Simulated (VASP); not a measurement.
# Fe (P6_3/mmc) in VASP: density of states with LDA

Aim: the density of states of Fe with LDA.

All numbers are computed with VASP 6.6.1; they aren't measurements. Logs are shortened: lines on timing, memory, paths and dates and some standing lists are left out, and cuts for length are marked.

## (1) The cell of the first run

The structure is hexagonal, space group P6_3/mmc (No. 194). The conventional cell has a = 2.434 Å, b = 2.434 Å, c = 3.842 Å, α = 90.00°, β = 90.00°, γ = 120.00°. Within 3.1 Å of Fe (site symmetry -6m2) lie 12 Fe at 2.38 to 2.43 Å.

## (2) Density of states, LDA

Contents of POSCAR:

```
Fe
1.0
    2.4341575853      0.0000000000      0.0000000000
   -1.2170787927      2.1080423057      0.0000000000
    0.0000000000      0.0000000000      3.8419344700
Fe
2
Direct
    0.3333333300      0.6666666700      0.2500000000
    0.6666666700      0.3333333300      0.7500000000
```

Contents of INCAR.step1:

```
SYSTEM = Fe
PREC = Accurate ; ENCUT = 520
EDIFF = 1E-6 ; ISMEAR = 0
SIGMA = 0.05 ; LREAL = .FALSE.
LASPH = .TRUE. ; NELM = 60
ALGO = Fast ; ISIF = 2
LWAVE = .FALSE. ; LCHARG = .TRUE.
LMAXMIX = 4 ; NBANDS = 15
```

Contents of KPOINTS.step1:

```
regular mesh
0
G
  15 15 10
  0 0 0
```

Contents of INCAR.step2:

```
SYSTEM = Fe
PREC = Accurate ; ENCUT = 520
EDIFF = 1E-6 ; ISMEAR = -5
SIGMA = 0.05 ; LREAL = .FALSE.
LASPH = .TRUE. ; NELM = 60
ALGO = Fast ; ISIF = 2
LWAVE = .FALSE. ; LCHARG = .FALSE.
LMAXMIX = 4 ; LORBIT = 11
NBANDS = 15 ; NEDOS = 2001
ICHARG = 11
```

Contents of KPOINTS.step2:

```
regular mesh
0
G
  23 23 15
  0 0 0
```

Potentials or basis: VASP PAW LDA potentials, release 64 (Fe).

Started as:

```
$ cat potpaw_LDA.64/Fe/POTCAR > POTCAR
$ cp INCAR.step1 INCAR
$ cp KPOINTS.step1 KPOINTS
$ mpirun -np 1 vasp_std > vasp.out
$ cp INCAR.step2 INCAR
$ cp KPOINTS.step2 KPOINTS
$ mpirun -np 1 vasp_std > vasp.out
```

OUTCAR:

```text
SYSTEM = Fe
   PREC = Accurate
   ENCUT = 520
   EDIFF = 1E-6
   ISMEAR = -5
   LREAL = .FALSE.
   LASPH = .TRUE.
   NELM = 60
   ISIF = 2
   LORBIT = 11
   ICHARG = 11

 ion  position               nearest neighbor table
   1  0.333  0.667  0.250-   2 2.38   2 2.38   2 2.38   2 2.38   2 2.38   2 2.38
   2  0.667  0.333  0.750-   1 2.38   1 2.38   1 2.38   1 2.38   1 2.38   1 2.38

  LATTYP: Found a hexagonal cell.
 ALAT       =     2.4341575853
 C/A-ratio  =     1.5783425417

  Lattice vectors:

 A1 = (   2.4341575853,   0.0000000000,   0.0000000000)
 A2 = (  -1.2170787927,   2.1080423057,   0.0000000000)
 A3 = (   0.0000000000,   0.0000000000,   3.8419344700)

Analysis of symmetry for initial positions (statically):
=====================================================================
 Subroutine PRICEL returns:
 Original cell was already a primitive cell.

 Routine SETGRP: Setting up the symmetry group for a
 hexagonal supercell.

 Subroutine GETGRP returns: Found 24 space group operations
 (whereof 12 operations were pure point group operations)
 out of a pool of 24 trial point group operations.

The static configuration has the point symmetry D_3d.
 The point group associated with its full space group is D_6h.

Analysis of symmetry for dynamics (positions and initial velocities):
=====================================================================
 Subroutine PRICEL returns:
 Original cell was already a primitive cell.

 Routine SETGRP: Setting up the symmetry group for a
 hexagonal supercell.

 Subroutine GETGRP returns: Found 24 space group operations
 (whereof 12 operations were pure point group operations)
 out of a pool of 24 trial point group operations.

The dynamic configuration has the point symmetry D_3d.
 The point group associated with its full space group is D_6h.

 Subroutine INISYM returns: Found 24 space group operations
 (whereof 12 operations are pure point group operations),
 and found     1 'primitive' translations

----------------------------------------------------------------------------------------

                                     Primitive cell

  volume of cell :      19.7141

  direct lattice vectors                    reciprocal lattice vectors
     2.434157585  0.000000000  0.000000000     0.410819746  0.237186891  0.000000000
    -1.217078793  2.108042306  0.000000000     0.000000000  0.474373781  0.000000000
     0.000000000  0.000000000  3.841934470     0.000000000  0.000000000  0.260285543

  length of vectors
     2.434157585  2.434157585  3.841934470     0.474373781  0.474373781  0.260285543

  position of ions in fractional coordinates (direct lattice)
     0.333333330  0.666666670  0.250000000
     0.666666670  0.333333330  0.750000000

  ion indices of the primitive-cell ions
   primitive index   ion index
                 1           1
                 2           2

----------------------------------------------------------------------------------------

 KPOINTS: regular mesh

Automatic generation of k-mesh.
 Grid dimensions read from file:
 generate k-points for:   23   23   15

 Generating k-lattice:

  Cartesian coordinates                     Fractional coordinates (reciprocal lattice)
     0.017861728  0.010312474  0.000000000     0.043478261  0.000000000  0.000000000
     0.000000000  0.020624947  0.000000000     0.000000000  0.043478261  0.000000000
     0.000000000  0.000000000  0.017352370     0.000000000  0.000000000  0.066666667

  Length of vectors
     0.020624947  0.020624947  0.017352370

  Shift w.r.t. Gamma in fractional coordinates (k-lattice)
     0.000000000  0.000000000  0.000000000

 TETIRR: Found   7843 inequivalent tetrahedra from    47610

 Subroutine IBZKPT returns following result:
 ===========================================

 Found    448 irreducible k-points:

 Following reciprocal coordinates:
            Coordinates               Weight
  0.000000  0.000000  0.000000      1.000000
  0.043478  0.000000  0.000000      6.000000
  0.086957  0.000000  0.000000      6.000000
  0.130435  0.000000  0.000000      6.000000
  0.173913  0.000000  0.000000      6.000000
  0.217391  0.000000  0.000000      6.000000
[... 16 lines left out ...]
  0.478261  0.043478  0.000000      6.000000
  0.086957  0.086957  0.000000      6.000000
 [... further k-points ...]
   k-points           NKPTS =    448   k-points in BZ     NKDIM =    448   number of bands    NBANDS=     15
   number of dos      NEDOS =   2001   number of ions     NIONS =      2
   total plane-waves  NPLWV =   9720
   dimension x,y,z NGX =    18 NGY =   18 NGZ =   30
   dimension x,y,z NGXF=    36 NGYF=   36 NGZF=   60
   ions per type =               2
   NGX,Y,Z   is equivalent  to a cutoff of  12.29, 12.29, 12.98 a.u.
   NGXF,Y,Z  is equivalent  to a cutoff of  24.59, 24.59, 25.96 a.u.
 SYSTEM =  Fe
   PREC   = accura    normal or accurate (medium, high low for compatibility)
   ISTART =      0    job   : 0-new  1-cont  2-samecut
   ICHARG =     11    charge: 1-file 2-atom 10-const
   ISPIN  =      1    spin polarized calculation?
   LNONCOLLINEAR =      F non collinear calculations
   LSORBIT =      F    spin-orbit coupling
   LASPH  =      T    aspherical Exc in radial PAW
   ENCUT  =  520.0 eV  38.22 Ry    6.18 a.u.   4.53  4.53  7.14*2*pi/ulx,y,z
   NELM   =     60;   NELMIN=  2; NELMDL=  0     # of ELM steps
   EDIFF  = 0.1E-05   stopping-criterion for ELM
   LREAL  =      F    real-space projection
   EDIFFG = 0.1E-04   stopping-criterion for IOM
   NSW    =      0    number of steps for IOM
   IBRION =     -1    ionic relax: 0-MD 1-quasi-New 2-CG
   NFREE  =      0    steps in history (QN), initial steepest desc. (CG)
   ISIF   =      2    stress and relaxation
   ISYM   =      2    0-nonsym 1-usesym 2-fastsym
   POTIM  = 0.5000    time-step for ionic-motion
   TEBEG  =    0.0;   TEEND  =   0.0 temperature during run
   PSTRESS=    0.0 pullay stress
   NELECT =      16.0000    total number of electrons
   NUPDOWN=      -1.0000    fix difference up-down
   EMIN   =  10.00;   EMAX   =-10.00  energy-range for DOS
   EFERMI =   0.00;   METHOD = LEGACY
   ISMEAR =    -5;   SIGMA  =   0.05  broadening in eV -4-tet -1-fermi 0-gaus
   EFERMI_NEDOS =   21; number of points for ismear=-14 and -15
   IALGO  =     68    algorithm
   IMIX   =      4    mixing-type and parameters
     AMIX     =   0.40;   BMIX     =  1.00
     AMIX_MAG =   1.60;   BMIX_MAG =  1.00
  volume/ion in A,a.u.               =       9.86        66.52
  Fermi-wavevector in a.u.,A,eV,Ry     =   1.527058  2.885721 31.727505  2.331906
  Thomas-Fermi vector in A             =   2.635006
   LORBIT       =     11    0 simple, 1 ext, 2 COOP (PROOUT), +10 PAW based schemes
   GGA     = CA    functional components
   LHFCALC =     F    Hartree Fock is set to
   AEXX    =    0.0000 exact exchange contribution
   IVDW    =     0    specifies the selected vdW correction
   LEPSILON=     F    determine dielectric tensor
   LRPA    =     F    only Hartree local field effects (RPA)
 non-spin polarized calculation
 RMM-DIIS sequential band-by-band and
 Fermi weights with tetrahedron method with Bloechl corrections
  energy-cutoff  :      520.00
  volume of cell :       19.71
 maximum number of plane-waves:       548
 NGX is ok and might be reduce to    18

 number of electron      16.0000009 magnetization

 Free energy of the ion-electron system (eV)
  ---------------------------------------------------
  ext. energy  EPLUGINS =         0.00000000
  ---------------------------------------------------
  free energy    TOTEN  =       -18.80168340 eV

  energy without entropy =      -18.80168340  energy(sigma->0) =      -18.80168340

 E-fermi :   7.1533     XC(G=0): -14.2671

 val. band max:        7.2209581932   @ k =   0.4348   0.0435   0.2667
 cond. band min:       7.1472347550   @ k =   0.1739   0.0870   0.3333
 fundamental gap:     -0.0737234381
 Fermi energy:         7.1532929390

 k-point     1 :       0.0000    0.0000    0.0000
  band No.  band energies     occupation
      1      -1.9047      2.00000
      2       2.0069      2.00000
      3       5.4020      2.00000
      4       5.4020      2.00000
      5       5.5466      2.00000
      6       5.8973      2.00000
      7       5.8973      2.00000
      8       6.2509      2.00000
      9       6.2509      2.00000
     10       7.7927     -0.81501
     11       7.9053      0.00000
     12       7.9053      0.00000
     13      16.3062      0.00000
     14      29.3954      0.00000
     15      33.1485      0.00000

 k-point     2 :       0.0435    0.0000    0.0000
  band No.  band energies     occupation
      1      -1.8323      2.00000
      2       2.0549      2.00000
      3       5.2767      2.00000
      4       5.4438      2.00000
      5       5.6558      2.00000
      6       5.8754      2.00000
      7       5.9339      2.00000
      8       6.2049      2.00000
      9       6.2214      2.00000
     10       7.1073      1.63747
     11       7.9199      0.00000
     12       8.6765      0.00000
     13      16.3091      0.00000
     14      29.1419      0.00000
     15      32.0285      0.00000
[... 365 lines left out ...]
      3       2.8082      2.00000
      4       5.0064      2.00000
      5       5.0680      2.00000
      6       5.5551      2.00000
      7       6.0402      2.00000
      8       8.0209      0.00000
      9       8.2133      0.00000
     10       8.2846      0.00000
     11      10.0416      0.00000
     12      12.2406      0.00000
     13      18.8395      0.00000
     14      19.5310      0.00000
     15      21.9599      0.00000

 k-point    24 :       0.0870    0.0870    0.0000
  band No.  band energies     occupation
      1      -1.0621      2.00000
      2       2.5192      2.00000
      3       4.7259      2.00000
      4       5.2693      2.00000
      5       5.6747      2.00000
      6       5.8424      2.00000
      7       5.9061      2.00000
      8       6.0337      2.00000
      9       6.3314      2.00000
     10       6.3678      2.00000
     11       8.0288      0.00000
     12      10.9571      0.00000
     13      16.3571      0.00000
     14      26.3032      0.00000
     15      27.5059      0.00000

 [... further k-points ...]
[... 5 lines left out ...]
  --------------------------------------------------------------------------------------
  -------------------------------------------------------------------------------------
  Total       -1.5750888     -1.5750888     -1.6255082      0.0000000     -0.0000000      0.0000000
  in kB     -128.0081587   -128.0081587   -132.1057653      0.0000000     -0.0000000      0.0000000
  external PRESSURE =    -129.3740276 kB  Pullay stress =       0.0000000 kB

 VOLUME and BASIS-vectors are now :
 -----------------------------------------------------------------------------
  energy-cutoff  :      520.00
  volume of cell :       19.71
      direct lattice vectors                 reciprocal lattice vectors
     2.434157585  0.000000000  0.000000000     0.410819746  0.237186891  0.000000000
    -1.217078793  2.108042306  0.000000000     0.000000000  0.474373781  0.000000000
     0.000000000  0.000000000  3.841934470     0.000000000  0.000000000  0.260285543

 POSITION                                       TOTAL-FORCE (eV/Angst)
 -----------------------------------------------------------------------------------
     -0.00000      1.40536      0.96048        -0.000000     -0.000000      0.000000
      1.21708      0.70268      2.88145         0.000000      0.000000      0.000000
 -----------------------------------------------------------------------------------
    total drift:                                0.000000     -0.000000     -0.000000

  FREE ENERGIE OF THE ION-ELECTRON SYSTEM (eV)
  ---------------------------------------------------
  free  energy   TOTEN  =       -18.8016833969 eV

  energy  without entropy=      -18.8016833969  energy(sigma->0) =      -18.80168340

 total charge

# of ion       s       p       d       tot
------------------------------------------
    1        0.553   0.668   6.383   7.605
    2        0.553   0.668   6.383   7.605
--------------------------------------------------
tot          1.107   1.337  12.767  15.210
```

Run time: 52 s. Hardware: 1 thread of Intel Xeon 6975P-C (Granite Rapids), shared host; peak memory 0.23 GiB.

What came out:

```yaml
Valence_electrons_inside_the_program's_atomic_spheres: Fe 7.61
```

Caveat: the run has no spin polarisation, though such a crystal can be magnetic; tetrahedron occupations give inexact forces and stress in metals. Spin polarisation is off, so any magnetic state and its effect on volume and gap are missing.
